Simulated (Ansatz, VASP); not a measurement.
## AgI: VASP beside Ansatz

The input INCAR:

```
PREC = Accurate
ENCUT = 500
EDIFF = 1E-6
ISMEAR = -1
SIGMA = 0.05
LREAL = F
LASPH = T
NELM = 120
ALGO = Normal
ISIF = 2
LWAVE = F
LCHARG = F
GGA = PS
NBANDS = 16
GGA_COMPAT = F
```

Contents of KPOINTS:

```
Automatic mesh
0
Gamma
  12 12 12
```

Contents of POSCAR:

```
AgI
1.0
    0.0000000000      2.8644633053      2.8644633053
    2.8644633053      0.0000000000      2.8644633053
    2.8644633053      2.8644633053      0.0000000000
Ag I
1 1
Direct
    0.0000000000      0.0000000000      0.0000000000
    0.2500000000      0.2500000000      0.2500000000
```

Input for Ansatz:

```yaml
crystal:
  lattice:
    - [0.0, 2.8644633053, 2.8644633053]
    - [2.8644633053, 0.0, 2.8644633053]
    - [2.8644633053, 2.8644633053, 0.0]
  atoms:
    - { symbol: Ag, position: [0.0, 0.0, 0.0] }
    - { symbol: I, position: [0.25, 0.25, 0.25] }
kpoints:
  mp_grid: { grid: [12, 12, 12] }
scf:
  occupations: { method: fermi_dirac, width: 0.05 }
hamiltonian:
  xc: pbesol
  pseudopotentials: { kind: paw }
output:
  forces: true
  stress: true
  eigenvalues: true
  populations: true
```

Change from the starting cell: volume scaled by 0.7, PAW files.

Alike in both runs: task single point; functional PBEsol; k mesh 12 × 12 × 12; occupations fermi-dirac, width 0.05 eV; no spin polarisation.

|  | VASP | Ansatz |
| --- | --- | --- |
| version | VASP 6.6.1 | Ansatz 0.2.0 |
| potentials or method | VASP PAW PBE potentials, release 64 (Ag, I) | PAW with Ansatz's default frozen-core files, scalar-relativistic |
| plane-wave cutoff (eV) | 500 | 420 |
| valence electrons in the cell | 18 | 36 |

Ansatz gave:

| Quantity | Value |
| --- | --- |
| pressure (GPa) | 31.7 |

**Question.** Which values does VASP return?

**Answer.** Pressure (GPa): 31.4.

VASP's potentials were made for PBE, not for PBEsol. Both programs put the cell under a high pressure, so it lies far from rest at this level. VASP's potentials hold 18 valence electrons a cell and Ansatz's 36, so a difference there can come from the potentials and not from the codes.

Neither program's run includes spin-orbit coupling.
